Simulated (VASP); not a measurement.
The system is In2O3.

```
In O
1.0
     2.74350    1.58396    4.83667
    -2.74350    1.58396    4.83667
     0.00000   -3.16792    4.83667
In O
4 6
Direct
  0.35791 0.35791 0.35791
  0.14209 0.14209 0.14209
  0.64209 0.64209 0.64209
  0.85791 0.85791 0.85791
  0.54593 0.95407 0.25000
  0.25000 0.54593 0.95407
  0.95407 0.25000 0.54593
  0.45407 0.04593 0.75000
  0.75000 0.45407 0.04593
  0.04593 0.75000 0.45407
```

Base run:

- Program: VASP 6.6.1
- Functional: RPBE
- Potentials or basis: VASP PAW PBE potentials, release 64 (In_d, O)
- Cutoff: 520 eV
- k mesh: 4 × 4 × 4, shifted
- Occupations: fermi-dirac, width 0.02 eV
- Spin: no spin polarisation

Its results: band gap on the k mesh 1.87 eV, indirect (least direct gap 1.91 eV); pressure 13.2 GPa.

Problem. The run is repeated on the same cell with these changes: functional from RPBE to PBE; k mesh from 4 × 4 × 4, shifted to 4 × 4 × 4. What comes out?

Solution. Band gap on the k mesh 1.29 eV, indirect (least direct gap 1.31 eV); pressure 8.8 GPa.

Several settings changed at once, so the effect can't be laid on one alone.

Caveats: spin-orbit coupling is left out, which moves the levels of the heavy elements; the PAW data sets were made with another functional, which shifts forces and pressure a little (some runs).

A k mesh can miss the band edges.
